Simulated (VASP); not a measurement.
Runs of VASP 6.6.1 on Au. The structure is that of space group Fd-3m (No. 227), or close to it. The cells are those of the table. 

```tsv
task	cell	k mesh	cutoff (eV)	gap on the mesh (eV)	pressure (GPa)
single point	a = 4.286 Å, angles 60.0°, 2 atoms	14 × 14 × 14	520	none	(a)
relaxation of cell and atoms	relaxed from a = 4.016 Å, angles 60.0°, 2 atoms	10 × 10 × 10	600	none	0.1
single point	a = 4.465 Å, angles 60.0°, 2 atoms	14 × 14 × 14	520	none	-1.5
single point	a = 4.407 Å, angles 60.0°, 2 atoms	10 × 10 × 10	520	none	0.0
single point	a = 4.577 Å, angles 60.0°, 2 atoms	14 × 14 × 14	520	none	-3.6
```

Alike in all rows: level revPBE; potentials or basis VASP PAW PBE potentials, release 64 (Au); no spin polarisation; smearing fermi-dirac 0.1 eV.

Estimate the missing entries.

(a) 4.7.

Caveats: the PAW data sets were made with another functional, which shifts forces and pressure a little; spin-orbit coupling is left out, which moves the levels of the heavy elements.

A k mesh can miss the band edges, and the runs leave out spin-orbit coupling on Au.

A gap of «none» marks levels without a gap at the run's occupations.
